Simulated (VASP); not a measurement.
# Zn in VASP: notebook, part 2 of 2

VASP 6.6.1.

## Step 4: Electric field gradients, LDA

INCAR

```
SYSTEM = Zn
PREC = Accurate ; ENCUT = 520
EDIFF = 1E-8 ; ISMEAR = -1
SIGMA = 0.03 ; LREAL = .False.
LASPH = .True. ; NELM = 80
ALGO = Normal ; ISIF = 2
LWAVE = .False. ; LCHARG = .False.
GGA = CA ; LEFG = .True.
NBANDS = 19
```

KPOINTS

```
regular mesh
0
Gamma
  18 18 8
  0 0 0
```

POSCAR

```
Zn
1.0
    2.6647980532      0.0000000000      0.0000000000
   -1.3323990266      2.3077828100      0.0000000000
    0.0000000000      0.0000000000      4.9467000000
Zn
2
Direct
    0.3333333333      0.6666666667      0.2500000000
    0.6666666667      0.3333333333      0.7500000000
```

Potentials or basis: VASP PAW LDA potentials, release 64 (Zn).

Launch:

```
> cat potpaw_LDA.64/Zn/POTCAR > POTCAR
> mpirun -np 1 vasp_std > vasp.out
```

OUTCAR:

```text
SYSTEM = Zn
   PREC = Accurate
   ENCUT = 520
   EDIFF = 1E-8
   ISMEAR = -1
   LREAL = .False.
   LASPH = .True.
   NELM = 80
   ISIF = 2
   GGA = CA

 ion  position               nearest neighbor table
   1  0.333  0.667  0.250-   2 2.91   2 2.91   2 2.91   2 2.91   2 2.91   2 2.91
   2  0.667  0.333  0.750-   1 2.91   1 2.91   1 2.91   1 2.91   1 2.91   1 2.91

  LATTYP: Found a hexagonal cell.
 ALAT       =     2.6647980532
 C/A-ratio  =     1.8563132745

  Lattice vectors:

 A1 = (   2.6647980532,   0.0000000000,   0.0000000000)
 A2 = (  -1.3323990266,   2.3077828100,   0.0000000000)
 A3 = (   0.0000000000,   0.0000000000,   4.9467000000)

Analysis of symmetry for initial positions (statically):
=====================================================================
 Subroutine PRICEL returns:
 Original cell was already a primitive cell.

 Routine SETGRP: Setting up the symmetry group for a
 hexagonal supercell.

 Subroutine GETGRP returns: Found 24 space group operations
 (whereof 12 operations were pure point group operations)
 out of a pool of 24 trial point group operations.

The static configuration has the point symmetry D_3d.
 The point group associated with its full space group is D_6h.

Analysis of symmetry for dynamics (positions and initial velocities):
=====================================================================
 Subroutine PRICEL returns:
 Original cell was already a primitive cell.

 Routine SETGRP: Setting up the symmetry group for a
 hexagonal supercell.

 Subroutine GETGRP returns: Found 24 space group operations
 (whereof 12 operations were pure point group operations)
[... 159 lines left out ...]
  band No.  band energies     occupation
      1      -7.5267      2.00000
      2      -5.7964      2.00000
      3      -5.1103      2.00000
      4      -4.8837      2.00000
      5      -4.8837      2.00000
      6      -4.8340      2.00000
[... 505 lines left out ...]
      6      -4.7342      2.00000
[... 11 lines left out ...]
     18      15.7429      0.00000
     19      17.2722      0.00000

 [... further k-points ...]

------------------------ aborting loop because EDIFF is reached ----------------------------------------

  FORCE on cell =-STRESS in cart. coord.  units (eV):
  Direction    XX          YY          ZZ          XY          YZ          ZX
  --------------------------------------------------------------------------------------
  -------------------------------------------------------------------------------------
  Total       -1.8027663     -1.8027663     -1.1557198      0.0000000      0.0000000      0.0000000
  in kB      -94.9456807    -94.9456806    -60.8679017      0.0000000      0.0000000      0.0000000
  external PRESSURE =     -83.5864210 kB  Pullay stress =       0.0000000 kB

 VOLUME and BASIS-vectors are now :
 -----------------------------------------------------------------------------
  energy-cutoff  :      520.00
  volume of cell :       30.42
      direct lattice vectors                 reciprocal lattice vectors
     2.664798053  0.000000000  0.000000000     0.375262958  0.216658170  0.000000000
    -1.332399027  2.307782810  0.000000000     0.000000000  0.433316340  0.000000000
     0.000000000  0.000000000  4.946700000     0.000000000  0.000000000  0.202154972

 POSITION                                       TOTAL-FORCE (eV/Angst)
 -----------------------------------------------------------------------------------
     -0.00000      1.53852      1.23667        -0.000000      0.000000      0.000000
      1.33240      0.76926      3.71002         0.000000     -0.000000      0.000000
 -----------------------------------------------------------------------------------
    total drift:                               -0.000000      0.000000      0.000000

  FREE ENERGIE OF THE ION-ELECTRON SYSTEM (eV)
  ---------------------------------------------------
  free  energy   TOTEN  =        -3.6647528778 eV

  energy  without entropy=       -3.6632252167  energy(sigma->0) =       -3.66398905

 Electric field gradients (V/A^2)
---------------------------------------------------------------------
 ion       V_xx      V_yy      V_zz      V_xy      V_xz      V_yz
---------------------------------------------------------------------
   1     -18.123   -18.117    36.240     0.006     0.000    -0.000
   2     -18.123   -18.117    36.240     0.006    -0.000     0.000
---------------------------------------------------------------------

 Electric field gradients after diagonalization (V/A^2)
 (convention: |V_zz| > |V_xx| > |V_yy|)
----------------------------------------------------------------------
 ion       V_xx      V_yy      V_zz     asymmetry (V_yy - V_xx)/ V_zz
----------------------------------------------------------------------
   1     -18.126   -18.114    36.240       0.000
   2     -18.126   -18.114    36.240       0.000
----------------------------------------------------------------------

           NMR quadrupolar parameters

 Cq : quadrupolar parameter    Cq=e*Q*V_zz/h
 eta: asymmetry parameters     (V_yy - V_xx)/ V_zz
 Q  : nuclear electric quadrupole moment in mb (millibarn)
----------------------------------------------------------------------
 ion       Cq(MHz)       eta       Q (mb)
----------------------------------------------------------------------
   1       0.088       0.000       1.000
   2       0.088       0.000       1.000
----------------------------------------------------------------------
```

OSZICAR:

```text
N       E                     dE             d eps       ncg     rms          rms(c)
DAV:   1     0.113405566830E+03    0.11341E+03   -0.12374E+04  7262   0.200E+03
DAV:   2     0.137993096016E+01   -0.11203E+03   -0.10839E+03  7078   0.296E+02
DAV:   3    -0.388941674107E+01   -0.52693E+01   -0.52491E+01  7901   0.711E+01
DAV:   4    -0.392164796593E+01   -0.32231E-01   -0.32222E-01  7771   0.573E+00
DAV:   5    -0.392169266629E+01   -0.44700E-04   -0.44701E-04  7658   0.193E-01    0.399E+00
DAV:   6    -0.368945213558E+01    0.23224E+00   -0.87387E-01  7804   0.197E+01    0.299E+00
DAV:   7    -0.367292928409E+01    0.16523E-01   -0.35422E-02  8894   0.319E+00    0.153E+00
DAV:   8    -0.366477677478E+01    0.81525E-02   -0.29780E-03  9583   0.691E-01    0.475E-02
DAV:   9    -0.366474899382E+01    0.27781E-04   -0.24331E-04  8942   0.180E-01    0.328E-02
DAV:  10    -0.366475293354E+01   -0.39397E-05   -0.15500E-05  7539   0.307E-02    0.269E-03
DAV:  11    -0.366475287724E+01    0.56307E-07   -0.74496E-07  7874   0.138E-02    0.184E-03
DAV:  12    -0.366475287783E+01   -0.59299E-09   -0.13736E-08  6389   0.123E-03
   1 F= -.36647529E+01 E0= -.36639890E+01  d E =-.152766E-02
```

It took 1.8 min on 1 thread of Intel Xeon 8259CL, shared host; peak memory 0.2 GiB.

What came out:

| Property | Result |
| --- | --- |
| Free energy | -3.6648 eV |
| Pressure | -8.4 GPa |
| Band gap on the k mesh | zero (bands 12 and 13 overlap by 4.70 eV) |
| Largest electric field gradient by atom | Zn +36.2 V/Å² |

Stress tensor (GPa, compression positive):
```
-9.49  0.00  0.00
 0.00 -9.49  0.00
 0.00  0.00 -6.09
```

Electric field gradients, principal values (V/Å²):
| atom | least | middle | greatest (by size) |
| --- | --- | --- | --- |
| 1 Zn | -18.114 | -18.126 | 36.240 |
| 2 Zn | -18.114 | -18.126 | 36.240 |

Caveat: the cell stands under tension; without QUAD_EFG the Cq values of the log hold for a quadrupole moment of 1 mb, not for the nuclei.

## Step 5: Electric field gradients, PBE (equal xy, yz and zx shear strains of -1 %)

INCAR

```
PREC     = Accurate       # precision mode
ENCUT    = 520            # plane-wave cutoff, eV
EDIFF    = 1E-8           # SCF threshold, eV
ISMEAR   = -1             # smearing method
SIGMA    = 0.03           # smearing width, eV
LREAL    = False          # projectors in reciprocal space
LASPH    = True           # aspherical terms in the spheres
NELM     = 100            # most SCF steps
ALGO     = Normal         # electronic algorithm
ISIF     = 2              # what is computed and relaxed
LWAVE    = False          # write WAVECAR
LCHARG   = False          # write CHGCAR
GGA      = PE             # functional
LEFG     = True         
NBANDS   = 19             # bands
```

KPOINTS

```
regular mesh
0
Gamma
  18 18 8
```

POSCAR

```
Zn
1.0
    2.6647980532     -0.0133239903     -0.0133239903
   -1.3439379406      2.3144448051     -0.0048769189
   -0.0247335000     -0.0247335000      4.9467000000
Zn
2
Direct
    0.3333333333      0.6666666667      0.2500000000
    0.6666666667      0.3333333333      0.7500000000
```

Potentials or basis: VASP PAW PBE potentials, release 64 (Zn).

Launch:

```
> cat potpaw_PBE.64/Zn/POTCAR > POTCAR
> mpirun -np 1 vasp_std > vasp.out
```

OUTCAR:

```text
PREC = Accurate
   ENCUT = 520
   EDIFF = 1E-8
   ISMEAR = -1
   LREAL = False
   LASPH = True
   NELM = 100
   ISIF = 2
   GGA = PE

 ion  position               nearest neighbor table
   1  0.333  0.667  0.250-   2 2.89   2 2.90   2 2.91   2 2.92   2 2.93   2 2.93
   2  0.667  0.333  0.750-   1 2.89   1 2.90   1 2.91   1 2.92   1 2.93   1 2.93

  LATTYP: Found a triclinic cell.
 ALAT       =     2.6533299294
 B/A-ratio  =     1.0043472705
 C/A-ratio  =     1.8643831704
 COS(alpha) =     0.0099745013
 COS(beta)  =     0.0136846555
 COS(gamma) =     0.4934979113

  Lattice vectors:

 A1 = (   1.3208601126,   2.3011208148,  -0.0182009092)
 A2 = (   2.6647980532,  -0.0133239903,  -0.0133239903)
 A3 = (   0.0247335000,   0.0247335000,  -4.9467000000)

Analysis of symmetry for initial positions (statically):
=====================================================================
 Subroutine PRICEL returns:
 Original cell was already a primitive cell.

 Routine SETGRP: Setting up the symmetry group for a
 triclinic supercell.

 Subroutine GETGRP returns: Found  2 space group operations
 (whereof  2 operations were pure point group operations)
 out of a pool of  2 trial point group operations.

The static configuration has the point symmetry S_2 .

Analysis of symmetry for dynamics (positions and initial velocities):
=====================================================================
 Subroutine PRICEL returns:
 Original cell was already a primitive cell.

 Routine SETGRP: Setting up the symmetry group for a
 triclinic supercell.

 Subroutine GETGRP returns: Found  2 space group operations
 (whereof  2 operations were pure point group operations)
 out of a pool of  2 trial point group operations.

The dynamic configuration has the point symmetry S_2 .

 Subroutine INISYM returns: Found  2 space group operations
 (whereof  2 operations are pure point group operations),
 and found     1 'primitive' translations

----------------------------------------------------------------------------------------

                                     Primitive cell

  volume of cell :      30.4188

  direct lattice vectors                    reciprocal lattice vectors
     2.664798053 -0.013323990 -0.013323990     0.376370606  0.218554896  0.002974628
    -1.343937941  2.314444805 -0.004876919     0.002177578  0.433338115  0.002177578
    -0.024733500 -0.024733500  4.946700000     0.001015905  0.001015905  0.202165131

  length of vectors
     2.664864672  2.676349702  4.946823666     0.435235481  0.433349058  0.202170236

  position of ions in fractional coordinates (direct lattice)
     0.333333333  0.666666667  0.250000000
     0.666666667  0.333333333  0.750000000

  ion indices of the primitive-cell ions
   primitive index   ion index
                 1           1
                 2           2

----------------------------------------------------------------------------------------

 KPOINTS: regular mesh
[... 73 lines left out ...]
   NFREE  =      0    steps in history (QN), initial steepest desc. (CG)
   ISIF   =      2    stress and relaxation
   ISYM   =      2    0-nonsym 1-usesym 2-fastsym
   POTIM  = 0.5000    time-step for ionic-motion
   TEBEG  =    0.0;   TEEND  =   0.0 temperature during run
   PSTRESS=    0.0 pullay stress
   NELECT =      24.0000    total number of electrons
   NUPDOWN=      -1.0000    fix difference up-down
   EMIN   =  10.00;   EMAX   =-10.00  energy-range for DOS
   EFERMI =   0.00;   METHOD = LEGACY
   ISMEAR =    -1;   SIGMA  =   0.03  broadening in eV -4-tet -1-fermi 0-gaus
   EFERMI_NEDOS =   21; number of points for ismear=-14 and -15
   IALGO  =     38    algorithm
   IMIX   =      4    mixing-type and parameters
     AMIX     =   0.40;   BMIX     =  1.00
     AMIX_MAG =   1.60;   BMIX_MAG =  1.00
  volume/ion in A,a.u.               =      15.21       102.64
  Fermi-wavevector in a.u.,A,eV,Ry     =   1.512741  2.858666 31.135367  2.288385
  Thomas-Fermi vector in A             =   2.622625
   LORBIT       =      0    0 simple, 1 ext, 2 COOP (PROOUT), +10 PAW based schemes
   GGA     = PE    functional components
   LHFCALC =     F    Hartree Fock is set to
   AEXX    =    0.0000 exact exchange contribution
   IVDW    =     0    specifies the selected vdW correction
   LEPSILON=     F    determine dielectric tensor
   LRPA    =     F    only Hartree local field effects (RPA)
 non-spin polarized calculation
  energy-cutoff  :      520.00
  volume of cell :       30.42
 maximum number of plane-waves:       845
   NGX =  9   NGY =  9   NGZ = 19

 number of electron      24.0000011 magnetization

 Free energy of the ion-electron system (eV)
  ---------------------------------------------------
  ext. energy  EPLUGINS =         0.00000000
  ---------------------------------------------------
  free energy    TOTEN  =        -2.21454690 eV

  energy without entropy =       -2.21304071  energy(sigma->0) =       -2.21379380

 E-fermi :   3.2567     XC(G=0): -11.5521

 val. band max:        3.2560352736   @ k =  -0.2222  -0.4444   0.2500
 cond. band min:       3.2573785295   @ k =  -0.4444  -0.2222   0.2500
 fundamental gap:      0.0013432559
 Fermi energy:         3.2567348958

 k-point     1 :       0.0000    0.0000    0.0000
  band No.  band energies     occupation
      1      -7.2895      2.00000
      2      -5.4956      2.00000
      3      -4.8017      2.00000
      4      -4.5938      2.00000
      5      -4.5514      2.00000
      6      -4.5427      2.00000
[... 505 lines left out ...]
      6      -4.4054      2.00000
[... 11 lines left out ...]
     18      19.2534      0.00000
     19      19.4748      0.00000

 [... further k-points ...]

------------------------ aborting loop because EDIFF is reached ----------------------------------------

  FORCE on cell =-STRESS in cart. coord.  units (eV):
  Direction    XX          YY          ZZ          XY          YZ          ZX
  --------------------------------------------------------------------------------------
  -------------------------------------------------------------------------------------
  Total       -0.0569455     -0.0510970      0.1107446      0.0628487      0.0640088      0.0576842
  in kB       -2.9993553     -2.6913083      5.8329882      3.3102795      3.3713830      3.0382612
  external PRESSURE =       0.0474415 kB  Pullay stress =       0.0000000 kB

 VOLUME and BASIS-vectors are now :
 -----------------------------------------------------------------------------
  energy-cutoff  :      520.00
  volume of cell :       30.42
      direct lattice vectors                 reciprocal lattice vectors
     2.664798053 -0.013323990 -0.013323990     0.376370606  0.218554896  0.002974628
    -1.343937941  2.314444805 -0.004876919     0.002177578  0.433338115  0.002177578
    -0.024733500 -0.024733500  4.946700000     0.001015905  0.001015905  0.202165131

 POSITION                                       TOTAL-FORCE (eV/Angst)
 -----------------------------------------------------------------------------------
     -0.01388      1.53234      1.22898        -0.003274      0.000409      0.000169
      1.31000      0.74405      3.69952         0.003274     -0.000409     -0.000169
 -----------------------------------------------------------------------------------
    total drift:                                0.000000     -0.000000      0.000000

  FREE ENERGIE OF THE ION-ELECTRON SYSTEM (eV)
  ---------------------------------------------------
  free  energy   TOTEN  =        -2.2145468994 eV

  energy  without entropy=       -2.2130407063  energy(sigma->0) =       -2.21379380

 Electric field gradients (V/A^2)
---------------------------------------------------------------------
 ion       V_xx      V_yy      V_zz      V_xy      V_xz      V_yz
---------------------------------------------------------------------
   1     -17.688   -17.808    35.496    -1.715    -0.650    -0.680
   2     -17.688   -17.808    35.496    -1.715    -0.650    -0.680
---------------------------------------------------------------------

 Electric field gradients after diagonalization (V/A^2)
 (convention: |V_zz| > |V_xx| > |V_yy|)
----------------------------------------------------------------------
 ion       V_xx      V_yy      V_zz     asymmetry (V_yy - V_xx)/ V_zz
----------------------------------------------------------------------
   1     -19.480   -16.032    35.512       0.097
   2     -19.480   -16.032    35.512       0.097
----------------------------------------------------------------------

           NMR quadrupolar parameters

 Cq : quadrupolar parameter    Cq=e*Q*V_zz/h
 eta: asymmetry parameters     (V_yy - V_xx)/ V_zz
 Q  : nuclear electric quadrupole moment in mb (millibarn)
----------------------------------------------------------------------
 ion       Cq(MHz)       eta       Q (mb)
----------------------------------------------------------------------
   1       0.086       0.097       1.000
   2       0.086       0.097       1.000
----------------------------------------------------------------------
```

It took 4.9 min on 1 thread of Oxide Virtual Turin-like, shared host; peak memory 0.62 GiB.

Results:

```
Free energy                             : -2.2145 eV
Pressure                                : 0.0 GPa
Largest force                           : 0.003 eV/Å
Band gap on the k mesh                  : zero (bands 12 and 13 overlap by 4.69 eV)
Largest electric field gradient by atom : Zn +35.5 V/Å²
```

Forces on the atoms (eV/Å):
```
Zn  -0.003  0.000  0.000
Zn   0.003  0.000  0.000
```

Levels at points of the mesh, in eV from the Fermi level:
```tsv
k point	band 9	band 10	band 11	band 12	band 13	band 14	band 15	band 16
(0.00, 0.00, 0.00)	-7.45	-7.25	-7.24	-3.78	-3.18	13.48	17.08	17.16
(0.50, 0.00, 0.00)	-7.06	-7.04	-2.94	-2.24	2.50	3.51	4.00	5.64
(0.00, 0.50, 0.00)	-7.07	-7.05	-2.98	-2.31	2.46	3.42	3.93	5.57
(0.50, 0.50, 0.00)	-7.07	-7.05	-3.03	-2.38	2.42	3.33	3.86	5.51
(0.00, 0.00, 0.50)	-7.34	-7.34	-7.32	-7.32	4.45	4.45	18.34	18.45
(0.50, 0.00, 0.50)	-7.05	-7.05	-2.04	-1.89	-0.06	0.17	9.77	10.33
(0.00, 0.50, 0.50)	-7.06	-7.05	-2.06	-1.96	-0.11	0.05	9.79	10.20
(0.50, 0.50, 0.50)	-7.06	-7.06	-2.08	-2.04	-0.14	-0.08	9.86	10.01
```

Electric field gradients, principal values (V/Å²):
```tsv
atom	least	middle	greatest (by size)
1 Zn	-16.032	-19.480	35.512
2 Zn	-16.032	-19.480	35.512
```

Caveat: the cell differs from its parent crystal (equal xy, yz and zx shear strains of -1 %); without QUAD_EFG the Cq values of the log hold for a quadrupole moment of 1 mb, not for the nuclei.

## Step 6: Summary

| level | potentials or basis | cell | gap on the mesh (eV) | pressure (GPa) |
| --- | --- | --- | --- | --- |
| PBE | VASP PAW PBE potentials, release 64 (Zn) | a = 2.665, b = 2.648, c = 4.947 Å, angles 90.0, 90.0, 119.4°, 2 atoms | none | 0.0 |
| PBE | VASP PAW PBE potentials, release 64 (Zn) | a = 2.745, b = 2.745, c = 4.947 Å, angles 90.0, 90.0, 120.0°, 2 atoms | none | -3.9 |
| LDA | VASP PAW LDA potentials, release 64 (Zn) | a = 2.665, b = 2.665, c = 4.947 Å, angles 90.0, 90.0, 120.0°, 2 atoms | none | -8.4 |
| PBE | VASP PAW PBE potentials, release 64 (Zn) | a = 2.665, b = 2.676, c = 4.947 Å, angles 90.2, 90.6, 120.4°, 2 atoms | none | 0.0 |

Alike in all rows: task electric field gradients; no spin polarisation; k mesh 18 × 18 × 8; cutoff (eV) 520; smearing fermi-dirac 0.03 eV.

Caveats: the cell stands under tension (at least some runs).

Absolute energies hang on the potentials; compare differences alone.
